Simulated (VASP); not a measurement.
# MgO (Pm-3m) in VASP: G0W0 quasiparticle levels with PBE

Aim: the G0W0 quasiparticle levels of MgO with PBE.

All numbers are computed with VASP 6.6.1; they aren't measurements. Logs are shortened: lines on timing, memory, paths and dates and some standing lists are left out, and cuts for length are marked.

### Step 1. The cell of the first run

The structure is cubic, space group Pm-3m (No. 221). The conventional cell has a = 2.623 Å, b = 2.623 Å, c = 2.623 Å, α = 90.00°, β = 90.00°, γ = 90.00°. Mg (site symmetry m-3m) has 8 O at 2.27 Å and 6 Mg at 2.62 Å within 3.0 Å. O (site symmetry m-3m) has 8 Mg at 2.27 Å and 6 O at 2.62 Å within 3.0 Å.

### Step 2. G0W0 quasiparticle levels, PBE

Contents of POSCAR:

```
MgO
1.0
    2.6233491285      0.0000000000      0.0000000000
    0.0000000000      2.6233491285      0.0000000000
    0.0000000000      0.0000000000      2.6233491285
Mg O
1 1
Direct
    0.0000000000      0.0000000000      0.0000000000
    0.5000000000      0.5000000000      0.5000000000
```

Contents of INCAR.step1:

```
SYSTEM = MgO
  PREC = Accurate
  ENCUT = 500
  EDIFF = 1E-8
  ISMEAR = 0
  SIGMA = 0.01
  LREAL = .FALSE.
  LASPH = .TRUE.
  NELM = 100
  ALGO = Normal
  LWAVE = .TRUE.
  LCHARG = .FALSE.
  GGA = PE
```

Contents of INCAR.step2:

```
SYSTEM = MgO
  PREC = Accurate
  ENCUT = 500
  EDIFF = 1E-8
  ISMEAR = 0
  SIGMA = 0.01
  LREAL = .FALSE.
  LASPH = .TRUE.
  NELM = 1
  ALGO = Exact
  LWAVE = .TRUE.
  LCHARG = .FALSE.
  GGA = PE
  NBANDS = 94
  LOPTICS = .TRUE.
  ISTART = 1
```

Contents of INCAR.step3:

```
SYSTEM = MgO
  PREC = Accurate
  ENCUT = 500
  EDIFF = 1E-8
  ISMEAR = 0
  SIGMA = 0.01
  LREAL = .FALSE.
  LASPH = .TRUE.
  ALGO = EVGW0
  LWAVE = .FALSE.
  LCHARG = .FALSE.
  GGA = PE
  NELMGW = 1
  NBANDS = 94
  ENCUTGW = 60.0
  NOMEGA = 48
  PRECFOCK = Fast
  ISTART = 1
  NBANDSGW = 12
```

Contents of KPOINTS:

```
Automatic mesh
0
G
  4 4 4
  0 0 0
```

Potentials or basis: VASP PAW PBE potentials, release 64 (Mg_GW, O_GW).

Launch:

```sh
> cat potpaw_PBE.64/Mg_GW/POTCAR potpaw_PBE.64/O_GW/POTCAR > POTCAR
> cp INCAR.step1 INCAR
> mpirun -np 1 vasp_std > vasp.out
> cp INCAR.step2 INCAR
> mpirun -np 1 vasp_std > vasp.out
> cp INCAR.step3 INCAR
> mpirun -np 1 vasp_std > vasp.out
```

OUTCAR:

```text
SYSTEM = MgO
   PREC = Accurate
   ENCUT = 500
   EDIFF = 1E-8
   ISMEAR = 0
   LREAL = .FALSE.
   LASPH = .TRUE.
   GGA = PE
   NELMGW = 1
   ENCUTGW = 60.0
   PRECFOCK = Fast
   ISTART = 1

 ion  position               nearest neighbor table
   1  0.000  0.000  0.000-
   2  0.500  0.500  0.500-

  LATTYP: Found a simple cubic cell.
 ALAT       =     2.6233491285

  Lattice vectors:

 A1 = (   2.6233491285,   0.0000000000,   0.0000000000)
 A2 = (   0.0000000000,   2.6233491285,   0.0000000000)
 A3 = (   0.0000000000,   0.0000000000,   2.6233491285)

Analysis of symmetry for initial positions (statically):
=====================================================================
 Subroutine PRICEL returns:
 Original cell was already a primitive cell.

 Routine SETGRP: Setting up the symmetry group for a
 simple cubic supercell.

 Subroutine GETGRP returns: Found 48 space group operations
 (whereof 48 operations were pure point group operations)
 out of a pool of 48 trial point group operations.

The static configuration has the point symmetry O_h .

Analysis of symmetry for dynamics (positions and initial velocities):
=====================================================================
 Subroutine PRICEL returns:
 Original cell was already a primitive cell.

 Routine SETGRP: Setting up the symmetry group for a
 simple cubic supercell.

 Subroutine GETGRP returns: Found 48 space group operations
 (whereof 48 operations were pure point group operations)
 out of a pool of 48 trial point group operations.

The dynamic configuration has the point symmetry O_h .

 Subroutine INISYM returns: Found 48 space group operations
 (whereof 48 operations are pure point group operations),
 and found     1 'primitive' translations

----------------------------------------------------------------------------------------

                                     Primitive cell

  volume of cell :      18.0538

  direct lattice vectors                    reciprocal lattice vectors
     2.623349129  0.000000000  0.000000000     0.381192114  0.000000000  0.000000000
     0.000000000  2.623349129  0.000000000     0.000000000  0.381192114  0.000000000
     0.000000000  0.000000000  2.623349129     0.000000000  0.000000000  0.381192114

  length of vectors
     2.623349129  2.623349129  2.623349129     0.381192114  0.381192114  0.381192114

  position of ions in fractional coordinates (direct lattice)
     0.000000000  0.000000000  0.000000000
     0.500000000  0.500000000  0.500000000

  ion indices of the primitive-cell ions
   primitive index   ion index
                 1           1
                 2           2

----------------------------------------------------------------------------------------

 KPOINTS: Automatic mesh

Automatic generation of k-mesh.
 Grid dimensions read from file:
 generate k-points for:    4    4    4

 Generating k-lattice:

  Cartesian coordinates                     Fractional coordinates (reciprocal lattice)
     0.095298028  0.000000000  0.000000000     0.250000000  0.000000000  0.000000000
     0.000000000  0.095298028  0.000000000     0.000000000  0.250000000  0.000000000
     0.000000000  0.000000000  0.095298028     0.000000000  0.000000000  0.250000000

  Length of vectors
     0.095298028  0.095298028  0.095298028

  Shift w.r.t. Gamma in fractional coordinates (k-lattice)
     0.000000000  0.000000000  0.000000000

 Subroutine IBZKPT returns following result:
 ===========================================

 Found     10 irreducible k-points:

 Following reciprocal coordinates:
            Coordinates               Weight
  0.000000  0.000000  0.000000      1.000000
  0.250000  0.000000  0.000000      6.000000
  0.500000  0.000000  0.000000      3.000000
  0.250000  0.250000  0.000000     12.000000
  0.500000  0.250000  0.000000     12.000000
  0.500000  0.500000  0.000000      3.000000
  0.250000  0.250000  0.250000      8.000000
  0.500000  0.250000  0.250000     12.000000
  0.500000  0.500000  0.250000      6.000000
  0.500000  0.500000  0.500000      1.000000
   k-points           NKPTS =     10   k-points in BZ     NKDIM =     64   number of bands    NBANDS=     94
   number of dos      NEDOS =    301   number of ions     NIONS =      2
   total plane-waves  NPLWV =   8000
   dimension x,y,z NGX =    20 NGY =   20 NGZ =   20
   dimension x,y,z NGXF=    40 NGYF=   40 NGZF=   40
   ions per type =               1   1
   NGX,Y,Z   is equivalent  to a cutoff of  12.67, 12.67, 12.67 a.u.
   NGXF,Y,Z  is equivalent  to a cutoff of  25.35, 25.35, 25.35 a.u.
 SYSTEM =  MgO
   PREC   = accura    normal or accurate (medium, high low for compatibility)
   ISTART =      1    job   : 0-new  1-cont  2-samecut
   ICHARG =      0    charge: 1-file 2-atom 10-const
   ISPIN  =      1    spin polarized calculation?
   LNONCOLLINEAR =      F non collinear calculations
   LSORBIT =      F    spin-orbit coupling
   LASPH  =      T    aspherical Exc in radial PAW
   ENCUT  =  500.0 eV  36.75 Ry    6.06 a.u.   4.78  4.78  4.78*2*pi/ulx,y,z
   NELM   =     60;   NELMIN=  2; NELMDL=  0     # of ELM steps
   EDIFF  = 0.1E-07   stopping-criterion for ELM
   LREAL  =      F    real-space projection
   EDIFFG = 0.1E-06   stopping-criterion for IOM
   NSW    =      0    number of steps for IOM
   IBRION =     -1    ionic relax: 0-MD 1-quasi-New 2-CG
   NFREE  =      0    steps in history (QN), initial steepest desc. (CG)
   ISIF   =      0    stress and relaxation
   ISYM   =      3    0-nonsym 1-usesym 2-fastsym
   POTIM  = 0.5000    time-step for ionic-motion
   TEBEG  =    0.0;   TEEND  =   0.0 temperature during run
   PSTRESS=    0.0 pullay stress
   NELECT =       8.0000    total number of electrons
   NUPDOWN=      -1.0000    fix difference up-down
   EMIN   =  10.00;   EMAX   =-10.00  energy-range for DOS
   EFERMI =   0.00;   METHOD = LEGACY
   ISMEAR =     0;   SIGMA  =   0.01  broadening in eV -4-tet -1-fermi 0-gaus
   EFERMI_NEDOS =   21; number of points for ismear=-14 and -15
   IALGO  =     38    algorithm
   IMIX   =      4    mixing-type and parameters
     AMIX     =   0.40;   BMIX     =  1.00
     AMIX_MAG =   1.60;   BMIX_MAG =  1.00
  volume/ion in A,a.u.               =       9.03        60.92
  Fermi-wavevector in a.u.,A,eV,Ry     =   1.248098  2.358563 21.194461  1.557749
  Thomas-Fermi vector in A             =   2.382200
   LORBIT       =      0    0 simple, 1 ext, 2 COOP (PROOUT), +10 PAW based schemes
   GGA     = PE    functional components
   LHFCALC =     T    Hartree Fock is set to
   PRECFOCK=fast      Normal, Fast or Accurate (Low or Medium for compatibility)
   ENCUT4O =  -1.0   cutoff for four orbital integrals eV
   NKREDX  =     1    reduce k-point grid by
   NKREDY  =     1    reduce k-point grid by
   NKREDZ  =     1    reduce k-point grid by
   AEXX    =    1.0000 exact exchange contribution
   HFSCREEN=    0.0000 screening length (either q_TF or 0.3 A-1)
   HFSCREENC=   0.0000 screening length for correlation (either q_TF or 0.3 A-1)
   ENCUTFOCK=  -1.0 apply spherical cutoff to Coloumb kernel
   IVDW    =     0    specifies the selected vdW correction
   LEPSILON=     F    determine dielectric tensor
   LRPA    =     F    only Hartree local field effects (RPA)
   LRPAFORCE           =     F    calculate RPA forces
   ENCUTGW             =  60.0    cutoff for response function in eV
   ENCUTGWSOFT         =  48.0    soft cutoff for Coulomb kernel in GW response function in eV
   ENCUTLF             =  -1.0    cutoff for local field effects
   NELMGW              =     1    number of iterations in solving QP/BSE equation
   NELMHF              =     1    number of iterations in the inner HF iteration
   NKREDLFX            =     1    NKREDLFY  =   1   NKREDLFZ  =   1
 non-spin polarized calculation
 Gauss-broadening in eV      SIGMA  =   0.01
  energy-cutoff  :      500.00
  volume of cell :       18.05
 maximum number of plane-waves:       480
 NGX is ok and might be reduce to    20
  NGX = 12; NGY = 12; NGZ = 12
   NGX =  9   NGY =  9   NGZ =  9
 maximum number of plane-waves:        23
 NGX is ok and might be reduce to    10

 QP shifts <psi_nk| G(iteration)W_0 |psi_nk>: iteration 1
 for sc-GW calculations column KS-energies equals QP-energies in previous step
 and V_xc(KS)=  KS-energies - (<T + V_ion + V_H > + <T+V_H+V_ion>^1  + <V_x>^1)

 k-point   1 :       0.0000    0.0000    0.0000
  band No.  KS-energies  QP-energies   sigma(KS)   V_xc(KS)     V^pw_x(r,r')   Z            occupation Imag(sigma)

      1     -13.4443     -15.5234     -20.8409     -17.8808     -29.6560       0.7023       2.0000       1.2600
      2       4.1366       3.2817     -20.3388     -19.2225     -24.7341       0.7659       2.0000       0.1506
      3       4.1366       3.2817     -20.3388     -19.2225     -24.7341       0.7659       2.0000       0.1506
      4       4.1366       3.2817     -20.3388     -19.2225     -24.7341       0.7659       2.0000       0.1506
      5       7.7505       8.6474     -11.1508     -12.2514      -7.4902       0.8148       0.0000      -0.0846
      6      15.6015      16.5465      -7.7823      -8.9488      -3.2335       0.8101       0.0000      -0.1272
      7      15.6015      16.5465      -7.7823      -8.9488      -3.2335       0.8101       0.0000      -0.1272
      8      25.4773      27.0659      -9.5958     -11.5930      -3.5892       0.7954       0.0000      -0.7612
      9      25.4773      27.0659      -9.5958     -11.5930      -3.5892       0.7954       0.0000      -0.7612
     10      25.4773      27.0659      -9.5958     -11.5930      -3.5892       0.7954       0.0000      -0.7612
     11      32.7799      34.1997      -7.9581      -9.7189      -2.5268       0.8064       0.0000      -0.7232
     12      32.7799      34.1997      -7.9581      -9.7189      -2.5268       0.8064       0.0000      -0.7232

 k-point   2 :       0.2500    0.0000    0.0000
  band No.  KS-energies  QP-energies   sigma(KS)   V_xc(KS)     V^pw_x(r,r')   Z            occupation Imag(sigma)

      1     -12.8803     -15.0129     -21.3462     -18.3444     -30.0362       0.7104       2.0000       1.2028
      2       0.8387      -0.3406     -17.2865     -15.7126     -21.6583       0.7492       2.0000       0.2099
      3       4.3567       3.5360     -20.5295     -19.4608     -24.9185       0.7680       2.0000       0.1482
      4       4.3567       3.5360     -20.5295     -19.4608     -24.9185       0.7680       2.0000       0.1482
      5      10.0355      11.1464     -11.7510     -13.1304      -8.0213       0.8053       0.0000      -0.0943
      6      16.0743      17.4938     -10.8258     -12.6377      -6.2167       0.7834       0.0000      -0.1560
      7      16.9000      17.8278      -7.7124      -8.8695      -2.9381       0.8018       0.0000      -0.1514
      8      24.4354      25.8706      -8.7755     -10.5816      -3.2445       0.7947       0.0000      -0.5338
      9      24.4354      25.8706      -8.7755     -10.5816      -3.2445       0.7947       0.0000      -0.5338
     10      27.3927      28.6835      -8.2202      -9.8075      -2.4832       0.8132       0.0000      -0.7690
     11      28.1615      29.1519      -8.3175      -9.5159      -2.6406       0.8265       0.0000      -0.7994
     12      29.8997      31.2515      -8.5771     -10.2685      -2.7575       0.7992       0.0000      -0.7596
[... 100 lines left out ...]
      1     -10.9042     -13.1480     -23.1263     -20.1438     -31.5475       0.7523       2.0000       1.0925
      2       0.8808      -0.2943     -17.9937     -16.4098     -22.7095       0.7419       2.0000       0.2165
      3       0.8808      -0.2943     -17.9937     -16.4098     -22.7095       0.7419       2.0000       0.2165
      4       3.1545       2.1956     -19.7247     -18.4657     -24.2190       0.7616       2.0000       0.1650
      5      11.1851      12.1447      -7.5935      -8.7650      -3.4532       0.8191       0.0000      -0.1050
      6      14.8084      16.0176      -9.1528     -10.6796      -4.6105       0.7921       0.0000      -0.1433
      7      14.8084      16.0176      -9.1528     -10.6796      -4.6105       0.7921       0.0000      -0.1433
      8      21.4385      22.9688     -11.2883     -13.2458      -6.0056       0.7817       0.0000      -0.3306
      9      24.2059      25.8352     -11.1601     -13.2604      -5.4083       0.7757       0.0000      -0.5215
     10      24.2059      25.8352     -11.1601     -13.2604      -5.4083       0.7757       0.0000      -0.5215
     11      24.7261      25.9874      -7.1126      -8.6684      -1.4187       0.8107       0.0000      -0.6995
     12      38.2525      39.5219      -6.6109      -8.1460      -0.7180       0.8270       0.0000      -1.2174

 k-point  10 :       0.5000    0.5000    0.5000
  band No.  KS-energies  QP-energies   sigma(KS)   V_xc(KS)     V^pw_x(r,r')   Z            occupation Imag(sigma)

      1     -10.4443     -12.6763     -23.4965     -20.5572     -31.8928       0.7594       2.0000       1.0679
      2       1.4769       0.3666     -18.6771     -17.1907     -23.4069       0.7470       2.0000       0.2007
      3       1.4769       0.3666     -18.6771     -17.1907     -23.4069       0.7470       2.0000       0.2007
      4       1.4769       0.3666     -18.6771     -17.1907     -23.4069       0.7470       2.0000       0.2007
      5      12.6487      13.6268      -7.6895      -8.8910      -3.3822       0.8140       0.0000      -0.1147
      6      12.6487      13.6268      -7.6895      -8.8910      -3.3822       0.8140       0.0000      -0.1147
      7      12.6487      13.6268      -7.6895      -8.8910      -3.3822       0.8140       0.0000      -0.1147
      8      21.5629      22.7195      -7.0762      -8.5479      -1.5666       0.7859       0.0000      -0.4552
      9      24.1145      25.9017     -12.2358     -14.5653      -6.2933       0.7672       0.0000      -0.5626
     10      24.1145      25.9017     -12.2358     -14.5653      -6.2933       0.7672       0.0000      -0.5626
     11      24.1145      25.9017     -12.2358     -14.5653      -6.2933       0.7672       0.0000      -0.5626
     12      41.9080      44.8574     -10.4786     -13.7525      -4.5917       0.9009       0.0000      -2.1347
```

Run time: 30 s. Hardware: 1 thread of AMD EPYC 9R45 (Zen 5), shared host; peak memory 0.15 GiB.

What came out:

```
Quasiparticle gap                                   : 4.17 eV
Least direct quasiparticle gap                      : 5.37 eV
Band gap of the starting levels on the mesh         : 2.59 eV
Least direct gap of the starting levels on the mesh : 3.61 eV
```

Caveat: the k points lie up to 0.60 Å⁻¹ apart; bands, screening cutoff and mesh are small and nothing is extrapolated, so the quasiparticle values aren't converged.
